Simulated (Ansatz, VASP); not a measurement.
# Two plane-wave programs on Si5N

```
CELL_PARAMETERS angstrom
-2.70515 2.70515 2.97201
2.70515 -2.70515 2.97201
2.70515 2.70515 -2.97201
ATOMIC_POSITIONS crystal
Si 0.00000 0.35168 0.35168
Si 0.00000 0.64832 0.64832
Si 0.64832 0.00000 0.64832
Si 0.35168 0.00000 0.35168
Si 0.50000 0.50000 0.00000
N 0.00000 0.00000 0.00000
```

Alike in both runs: task relaxation of cell and atoms; functional PBE; k mesh 4 × 4 × 4; occupations gaussian, width 0.1 eV; no spin polarisation.

|  | VASP | Ansatz |
| --- | --- | --- |
| version | VASP 6.6.1 | Ansatz 0.2.0 |
| potentials or method | VASP PAW PBE potentials, release 64 (Si, N), cutoff 600 eV | scalar-relativistic, plane waves, PAW |
| valence electrons in the cell | 25 | 25 |

```csv
,VASP,Ansatz,Ansatz less VASP
"gap on the k mesh at the Fermi level, each at its own relaxed structure (eV)",none,none,-
relaxed volume (Å³/atom),15.28,15.30,+0.021
relaxed length of the cell vector where the two differ most in proportion (Å),5.000,5.002,+0.0016
```

A gap of «none» marks a metal or a gap that the smearing closes.

The k mesh is coarse, so the values compare programs but aren't converged. Noted on VASP's run: too few bands were computed for a metal, which touches its energy and stress.
